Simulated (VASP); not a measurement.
A run of VASP 6.6.1 is set up as follows.

INCAR

```
SYSTEM = Si
PREC = Accurate ; ENCUT = 520
EDIFF = 1E-6 ; ISMEAR = -1
SIGMA = 0.02 ; LREAL = .False.
LASPH = .True. ; NELM = 80
ALGO = Normal ; ISIF = 2
LWAVE = .False. ; LCHARG = .False.
GGA = PE ; NBANDS = 16
```

KPOINTS

```
Automatic mesh
0
Gamma
  12 12 4
  0 0 0
```

The input POSCAR:

```
Si
1.0
    3.8321296558      0.0000000000      0.0000000000
   -1.9160648279      3.3187216325      0.0000000000
    0.0000000000      0.0000000000      6.3412164343
Si
4
Direct
    0.3333333333      0.6666666667      0.0005609359
    0.6666666667      0.3333333333      0.5005609359
    0.3333333333      0.6666666667      0.3744390641
    0.6666666667      0.3333333333      0.8744390641
```

Potentials or basis: VASP PAW PBE potentials, release 64 (Si).

Command:

```bash
$ cat potpaw_PBE.64/Si/POTCAR > POTCAR
$ mpirun -np 1 vasp_std > vasp.out
```

(1) Estimate the largest force.

(2) What does it give for the band gap on the k mesh?

Answers

(1) 0.003 eV/Å.

(2) 0.43 eV (least direct gap 1.04 eV).
